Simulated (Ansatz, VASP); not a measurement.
**AlNi: VASP beside Ansatz**

```
CELL_PARAMETERS angstrom
0.00000 2.42949 2.42949
2.42949 0.00000 2.42949
2.42949 2.42949 0.00000
ATOMIC_POSITIONS crystal
Ni 0.00000 0.00000 0.00000
Al 0.50000 0.50000 0.50000
```

Alike in both runs: functional PBE; k mesh 14 × 14 × 14; occupations fermi-dirac, width 0.08 eV; no spin polarisation.

Ansatz relaxed the structure, and its values are those at the end. VASP's run is a single point on that final structure, the one shown.

|  | VASP | Ansatz |
| --- | --- | --- |
| version | VASP 6.6.1 | Ansatz 0.2.0 |
| potentials or method | VASP PAW PBE potentials, release 64 (Ni, Al) | PAW with Ansatz's default frozen-core files, scalar-relativistic |
| plane-wave cutoff (eV) | 520 | 420 |
| valence electrons in the cell | 13 | 21 |

```tsv
	VASP	Ansatz	Ansatz less VASP
pressure (GPa)	0.0	0.0	-0.03
```

VASP's potentials hold 13 valence electrons a cell and Ansatz's 21, so a difference there can come from the potentials and not from the codes.
